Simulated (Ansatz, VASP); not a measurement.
## One calculation of LiH, two programs

Contents of INCAR:

```
  ALGO = Normal
  EDIFF = 1E-8
  ENCUT = 520
  GGA = PE
  ISIF = 2
  ISMEAR = -1
  LASPH = T
  LCHARG = F
  LEFG = T
  LREAL = F
  LWAVE = F
  NBANDS = 9
  NELM = 80
  PREC = Accurate
  SIGMA = 0.03
```

KPOINTS

```
k-points
0
Gamma
  11 11 11
```

The input POSCAR:

```
LiH
1.0
    0.0000000000      2.0528250000      2.0325000000
    2.0528250000      0.0000000000      2.0325000000
    2.0528250000      2.0528250000      0.0000000000
Li H
1 1
Direct
    0.0000000000      0.0000000000      0.0000000000
    0.5000000000      0.5000000000      0.5000000000
```

Input for Ansatz:

```yaml
crystal:
  lattice:
    - [0.0, 2.052825, 2.0325]
    - [2.052825, 0.0, 2.0325]
    - [2.052825, 2.052825, 0.0]
  atoms:
    - { symbol: Li, position: [0.0, 0.0, 0.0] }
    - { symbol: H, position: [0.5, 0.5, 0.5] }
kpoints:
  mp_grid: { grid: [11, 11, 11] }
scf:
  occupations: { method: fermi_dirac, width: 0.03 }
hamiltonian:
  xc: pbe
  pseudopotentials: { kind: all_electron, datasets: crystal }
output:
  forces: true
  stress: true
  eigenvalues: true
  efg: { contact_densities: true }
```

Change from the starting cell: x and y stretched by +1 %, z held, crystal datasets.

Alike in both runs: task electric field gradients; functional PBE; k mesh 11 × 11 × 11; occupations fermi-dirac, width 0.03 eV; no spin polarisation.

|  | VASP | Ansatz |
| --- | --- | --- |
| version | VASP 6.6.1 | Ansatz 0.2.0 |
| potentials or method | VASP PAW PBE potentials, release 64 (Li_sv, H), cutoff 520 eV | all-electron PAW with datasets made for the crystal, scalar-relativistic |

|  | VASP | Ansatz | Ansatz less VASP |
| --- | --- | --- | --- |
| gap on the k mesh at the Fermi level (eV) | 3.12 | 3.12 | +0.005 |

Ansatz ran all-electron here, and VASP with PAW potentials.

Noted on VASP's run: the cutoff is under 1.25 times that of the potentials, so the pressure is a little rough.
